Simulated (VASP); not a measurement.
Input of a VASP 6.6.1 run:

The input INCAR:

```
SYSTEM = Al12H
PREC = Accurate
ENCUT = 520
EDIFF = 1E-6
ISMEAR = 0
SIGMA = 0.1
LREAL = .False.
LASPH = .True.
NELM = 60
ALGO = Normal
ISIF = 2
LWAVE = .False.
LCHARG = .False.
LDIPOL = .True.
IDIPOL = 3
DIPOL = 0.5 0.5 0.327
GGA = CA
IBRION = 2
NSW = 36
EDIFFG = -0.025
```

Contents of KPOINTS:

```
regular mesh
0
Gamma
  6 6 1
  0 0 0
```

File POSCAR:

```
Al12H
1.0
    5.6336864728      0.0000000000      0.0000000000
   -2.8168432364      4.8789156024      0.0000000000
    0.0000000000      0.0000000000     20.0321727773
Al H
12 1
Selective dynamics
Direct
    0.3333333333      0.1666666667      0.1996787889  F F F
    0.3333333333      0.6666666667      0.1996787889  F F F
    0.8333333333      0.1666666667      0.1996787889  F F F
    0.8333333333      0.6666666667      0.1996787889  F F F
    0.1666666667      0.3333333333      0.3128097090  F F F
    0.1666666667      0.8333333333      0.3128097090  F F F
    0.6666666667      0.3333333333      0.3128097090  F F F
    0.6666666667      0.8333333333      0.3128097090  F F F
    0.0000000000      0.0000000000      0.4259234818  F F F
    0.0000000000      0.5000000000      0.4259234818  F F F
    0.5000000000      0.0000000000      0.4259234818  F F F
    0.5000000000      0.5000000000      0.4259234818  F F F
    0.0000000000      0.0000000000      0.5018014216  F F T
```

Potentials or basis: VASP PAW LDA potentials, release 64 (Al, H).

Launch:

```bash
$ cat potpaw_LDA.64/Al/POTCAR potpaw_LDA.64/H/POTCAR > POTCAR
$ mpirun -np 1 vasp_std > vasp.out
```

Question: Predict the energy gained by relaxing.

Answer: 5.2 meV/atom.

Question: Estimate the band gap on the k mesh.

Answer: Zero (an odd number of electrons rules out a gap without spin polarisation).

The path:
```tsv
step	energy change (eV)	largest force on free atoms (eV/Å)	pressure (GPa)
1	0.0000	1.3756	-0.10
2	-0.0591	0.4496	-0.25
3	-0.0680	0.0108	-0.33
```
